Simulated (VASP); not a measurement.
# TaAlMo3 (P4/mmm) in VASP: further runs, part 2 of 2

VASP 6.6.1. The steps go on from the part before.

### 4 Relaxation of cell and atoms, PBE

This run uses another cell than the first one, of 20.86 Å³/atom.

Input file INCAR:

```
SYSTEM = TaAlMo3
PREC = Accurate
ENCUT = 600
EDIFF = 1E-6
ISMEAR = 0
SIGMA = 0.1
LREAL = .FALSE.
LASPH = .TRUE.
NELM = 80
ALGO = Normal
ISIF = 3
LWAVE = .FALSE.
LCHARG = .FALSE.
GGA = PE
IBRION = 2
NSW = 90
EDIFFG = -0.04
```

Input file KPOINTS:

```
Automatic mesh
0
G
  6 6 2
  0 0 0
```

Input file POSCAR:

```
TaAlMo3
1.0
    3.6312637200      0.0000000000      0.0000000000
    0.0000000000      3.6312637200      0.0000000000
    0.0000000000      0.0000000000      7.9095828500
Ta Al Mo
1 1 3
Direct
    0.0000000000      0.0000000000      0.5000000000
    0.5000000000      0.5000000000      0.0000000000
    0.5000000000      0.5000000000      0.3309650600
    0.5000000000      0.5000000000      0.6690349400
    0.0000000000      0.0000000000      0.0000000000
```

Started as:

```console
> cat potpaw_PBE.64/Ta_pv/POTCAR potpaw_PBE.64/Al/POTCAR potpaw_PBE.64/Mo_sv/POTCAR > POTCAR
> mpirun -np 1 vasp_std > vasp.out
```

Wall time 4.9 min (1 thread of Intel Xeon 6975P-C (Granite Rapids), shared host); peak memory 0.29 GiB.

The run converged. Its results:

```yaml
Free_energy: -44.9534 eV
Relaxed_volume: 17.95 Å³/atom
Relaxed_cell: a = 3.458 Å, b = 3.458 Å, c = 7.506 Å, α = 90.00°, β = 90.00°, γ = 90.00°
Space_group_after_relaxing_to_0.1_Å: P4/mmm (No. 123)
Energy_gained_by_relaxing: 190.7 meV/atom
Ionic_steps: 8
Pressure_after_relaxing: 0.0 GPa
Largest_force_after_relaxing: 0.040 eV/Å
Band_gap_on_the_k_mesh: zero (bands 28 and 29 overlap by 0.87 eV)
```

Forces in eV/Å, atoms in the order of the input:
```
Ta   0.000  0.000  0.000
Al   0.000  0.000  0.000
Mo   0.000  0.000 -0.040
Mo   0.000  0.000  0.040
Mo   0.000  0.000  0.000
```

Stress tensor (GPa, compression positive):
```
-0.13  0.00  0.00
 0.00 -0.13  0.00
 0.00  0.00  0.16
```

The path:
```csv
step,energy change (eV),largest force (eV/Å),pressure (GPa),volume (Å³)
1,0.0000,1.4094,-18.36,104.30
2,2.1674,6.0818,61.30,72.21
3,-0.9384,0.1869,-1.95,91.26
4,-0.9431,0.3066,-0.71,90.59
5,-0.9434,0.3550,-0.20,90.33
6,-0.9524,0.0632,-0.03,89.82
7,-0.9525,0.0883,-0.04,89.86
8,-0.9535,0.0395,-0.04,89.77
```

Final structure:
```xyz
5
Lattice="3.4582 0.0000 0.0000 0.0000 3.4582 0.0000 0.0000 0.0000 7.5064" Properties=species:S:1:pos:R:3 pbc="T T T"
Ta    0.0000    3.4582    3.7532
Al    1.7291    1.7291    0.0000
Mo    1.7291    1.7291    2.4876
Mo    1.7291    1.7291    5.0188
Mo    0.0000    3.4582    0.0000
```

Levels at points of the mesh, in eV from the Fermi level:
| k point | band 24 | band 25 | band 26 | band 27 | band 28 | band 29 | band 30 | band 31 | band 32 | band 33 |
| --- | --- | --- | --- | --- | --- | --- | --- | --- | --- | --- |
| (0.00, 0.00, 0.00) | -1.14 | -1.14 | -0.96 | -0.70 | -0.29 | -0.28 | -0.28 | 0.90 | 0.90 | 1.00 |
| (0.50, 0.00, 0.00) | -1.86 | -1.66 | -0.98 | -0.81 | -0.24 | 0.72 | 1.42 | 1.46 | 1.84 | 2.32 |
| (0.50, 0.50, 0.00) | -0.60 | -0.60 | -0.28 | -0.28 | 0.00 | 0.06 | 0.58 | 1.70 | 1.70 | 2.11 |
| (0.00, 0.00, 0.50) | -1.33 | -1.33 | -0.91 | -0.38 | 0.30 | 0.57 | 0.57 | 0.59 | 0.59 | 1.07 |
| (0.50, 0.00, 0.50) | -1.83 | -1.76 | -1.14 | -0.65 | -0.56 | 0.99 | 1.38 | 1.88 | 1.96 | 2.10 |
| (0.50, 0.50, 0.50) | -0.96 | -0.96 | -0.58 | -0.58 | -0.39 | 0.93 | 1.70 | 1.70 | 1.78 | 3.16 |

Caveat: the k points lie up to 0.42 Å⁻¹ apart in the final cell, too coarse for converged energies and pressures of a metal; spin-orbit coupling is left out, which moves the levels of the heavy elements.

### 5 Single point, PBE

This run uses another cell than the first one, of 17.87 Å³/atom.

Input file INCAR:

```
SYSTEM = TaAlMo3
ALGO     = Fast           ! electronic algorithm
EDIFF    = 1E-7           ! SCF threshold, eV
ENCUT    = 520            ! plane-wave cutoff, eV
GGA      = PE             ! functional
ISIF     = 2              ! what is computed and relaxed
ISMEAR   = 0              ! smearing method
LASPH    = .True.         ! aspherical terms in the spheres
LCHARG   = .False.        ! write CHGCAR
LREAL    = .False.        ! projectors in reciprocal space
LWAVE    = .False.        ! write WAVECAR
NBANDS   = 36             ! bands
NELM     = 60             ! most SCF steps
PREC     = Accurate       ! precision mode
SIGMA    = 0.1            ! smearing width, eV
```

Input file KPOINTS:

```
k-points
0
Gamma
  12 12 6
  0 0 0
```

Input file POSCAR:

```
TaAlMo3
1.0
    3.4460100240      0.0000000000      0.0000000000
    0.0000000000      3.4460100240      0.0000000000
    0.0000000000      0.0000000000      7.5255729862
Ta Al Mo
1 1 3
Direct
    0.0000000000      0.0000000000      0.5000000000
    0.5000000000      0.5000000000      0.0000000000
    0.5000000000      0.5000000000      0.3297233220
    0.5000000000      0.5000000000      0.6702766780
    0.0000000000      0.0000000000      0.0000000000
```

Started as:

```console
> cat potpaw_PBE.64/Ta_pv/POTCAR potpaw_PBE.64/Al/POTCAR potpaw_PBE.64/Mo_sv/POTCAR > POTCAR
> mpirun -np 1 vasp_std > vasp.out
```

It took 3.5 min on 1 thread of Intel Xeon 6975P-C (Granite Rapids), shared host; peak memory 0.43 GiB.

Results (log left out):

* Free energy: -44.9539 eV
* Pressure: 0.2 GPa
* Largest force: 0.019 eV/Å
* Band gap on the k mesh: zero (bands 28 and 29 overlap by 0.95 eV)

Forces on the atoms (eV/Å):
```
Ta   0.000  0.000  0.000
Al   0.000  0.000  0.000
Mo   0.000  0.000 -0.019
Mo   0.000  0.000  0.019
Mo   0.000  0.000  0.000
```

Levels at points of the mesh, in eV from the Fermi level:
```
           k point  band 25  band 26  band 27  band 28  band 29  band 30  band 31  band 32
(0.00, 0.00, 0.00)    -1.03    -0.97    -0.62    -0.26    -0.25    -0.25     0.91     0.91
(0.50, 0.00, 0.00)    -1.62    -0.96    -0.79    -0.17     0.78     1.40     1.53     1.89
(0.50, 0.50, 0.00)    -0.62    -0.21    -0.21     0.07     0.15     0.68     1.76     1.78
(0.00, 0.00, 0.50)    -1.24    -0.90    -0.35     0.32     0.54     0.54     0.68     0.68
(0.50, 0.00, 0.50)    -1.72    -1.09    -0.63    -0.50     1.06     1.42     1.86     2.01
(0.50, 0.50, 0.50)    -0.89    -0.59    -0.59    -0.26     1.00     1.76     1.78     1.79
```

Caveat: spin-orbit coupling is left out, which moves the levels of the heavy elements.

### 6 Relaxation of cell and atoms, PBE

Input file INCAR:

```
SYSTEM = TaAlMo3
ALGO = Fast ; EDIFF = 1E-7
EDIFFG = -0.01 ; ENCUT = 600
GGA = PE ; IBRION = 2
ISIF = 3 ; ISMEAR = 0
LASPH = .TRUE. ; LCHARG = .FALSE.
LREAL = .FALSE. ; LWAVE = .FALSE.
NELM = 60 ; NSW = 100
PREC = Accurate ; SIGMA = 0.1
```

Input file KPOINTS:

```
k-points
0
G
  12 12 6
  0 0 0
```

Input file POSCAR:

```
TaAlMo3
1.0
    3.4532256506      0.0000000000      0.0000000000
    0.0000000000      3.4532256506      0.0000000000
    0.0000000000      0.0000000000      7.5092993757
Ta Al Mo
1 1 3
Direct
    0.0000000000      0.0000000000      0.5000000000
    0.5000000000      0.5000000000      0.0000000000
    0.5000000000      0.5000000000      0.3309592678
    0.5000000000      0.5000000000      0.6690407322
    0.0000000000      0.0000000000      0.0000000000
```

Potentials or basis: VASP PAW PBE potentials, release 64 (Ta_pv, Al, Mo_sv).

Started as:

```console
> cat potpaw_PBE.64/Ta_pv/POTCAR potpaw_PBE.64/Al/POTCAR potpaw_PBE.64/Mo_sv/POTCAR > POTCAR
> mpirun -np 1 vasp_std > vasp.out
```

Run time: 31 min. Hardware: 1 thread of Intel Xeon Platinum 8259CL at 2.50GHz (Skylake/Cascade Lake), shared host; peak memory 0.5 GiB.

It converged, with:

```yaml
Free_energy: -44.9542 eV
Relaxed_volume: 17.89 Å³/atom
Relaxed_cell: a = 3.447 Å, b = 3.447 Å, c = 7.528 Å, α = 90.00°, β = 90.00°, γ = 90.00°
Space_group_after_relaxing_to_0.1_Å: P4/mmm (No. 123)
Energy_gained_by_relaxing: 0.4 meV/atom
Ionic_steps: 6
Pressure_after_relaxing: 0.0 GPa
Largest_force_after_relaxing: 0.004 eV/Å
Band_gap_on_the_k_mesh: zero (bands 28 and 29 overlap by 0.95 eV)
```

Forces in eV/Å, atoms in the order of the input:
```
Ta   0.000  0.000  0.000
Al   0.000  0.000  0.000
Mo   0.000  0.000  0.004
Mo   0.000  0.000 -0.004
Mo   0.000  0.000  0.000
```

Step by step:
```csv
step,energy change (eV),largest force (eV/Å),pressure (GPa),volume (Å³)
1,0.0000,0.1482,0.17,89.55
2,-0.0013,0.0042,-0.54,89.80
3,-0.0014,0.0266,-0.43,89.76
4,-0.0017,0.0130,0.30,89.28
5,-0.0019,0.0182,0.00,89.47
6,-0.0019,0.0039,0.00,89.44
```

Final structure:
```xyz
5
Lattice="3.4470 0.0000 0.0000 0.0000 3.4470 0.0000 0.0000 0.0000 7.5280" Properties=species:S:1:pos:R:3 pbc="T T T"
Ta    0.0000    3.4470    3.7640
Al    1.7235    1.7235    0.0000
Mo    1.7235    1.7235    2.4814
Mo    1.7235    1.7235    5.0466
Mo    0.0000    3.4470    0.0000
```

Levels at points of the mesh, in eV from the Fermi level:
```tsv
k point	band 25	band 26	band 27	band 28	band 29	band 30	band 31	band 32
(0.00, 0.00, 0.00)	-1.03	-0.97	-0.61	-0.26	-0.25	-0.25	0.91	0.91
(0.50, 0.00, 0.00)	-1.62	-0.96	-0.79	-0.17	0.78	1.40	1.53	1.89
(0.50, 0.50, 0.00)	-0.63	-0.21	-0.21	0.07	0.16	0.68	1.76	1.78
(0.00, 0.00, 0.50)	-1.23	-0.90	-0.35	0.32	0.53	0.53	0.68	0.68
(0.50, 0.00, 0.50)	-1.72	-1.09	-0.63	-0.50	1.06	1.41	1.86	2.01
(0.50, 0.50, 0.50)	-0.89	-0.59	-0.59	-0.26	1.00	1.76	1.78	1.78
```

Caveat: spin-orbit coupling is left out, which moves the levels of the heavy elements.

### 7 The runs side by side

| task | cell | k mesh | cutoff (eV) | gap on the mesh (eV) | pressure (GPa) | relaxed volume (Å³/atom) | largest force (eV/Å) |
| --- | --- | --- | --- | --- | --- | --- | --- |
| single point | a = 3.453, b = 3.453, c = 7.509 Å, 5 atoms, atomic positions A | 6 × 6 × 2 | 520 | none | 0.3 | - | 0.03 |
| single point | a = 3.631, b = 3.631, c = 7.910 Å, 5 atoms, atomic positions A | 6 × 6 × 2 | 520 | none | -18.3 | - | 1.41 |
| relaxation of cell and atoms | relaxed from a = 3.631, b = 3.631, c = 7.910 Å, 5 atoms, atomic positions A | 6 × 6 × 2 | 600 | none | 0.0 | 17.95 | 0.04 |
| single point | a = 3.446, b = 3.446, c = 7.526 Å, 5 atoms, atomic positions B | 12 × 12 × 6 | 520 | none | 0.2 | - | 0.02 |
| relaxation of cell and atoms | relaxed from a = 3.453, b = 3.453, c = 7.509 Å, 5 atoms, atomic positions A | 12 × 12 × 6 | 600 | none | 0.0 | 17.89 | - |

Alike in all rows: level PBE; potentials or basis VASP PAW PBE potentials, release 64 (Ta_pv, Al, Mo_sv); no spin polarisation; smearing gaussian 0.1 eV.

Caveats: some runs use coarse meshes; spin-orbit coupling is left out, which moves the levels of the heavy elements; forces of over 1 eV/Å act on the atoms, so gaps and moduli don't describe the material at rest (at least some runs).

Total energies depend on the potentials used, so only differences within one code and one set of settings carry meaning.
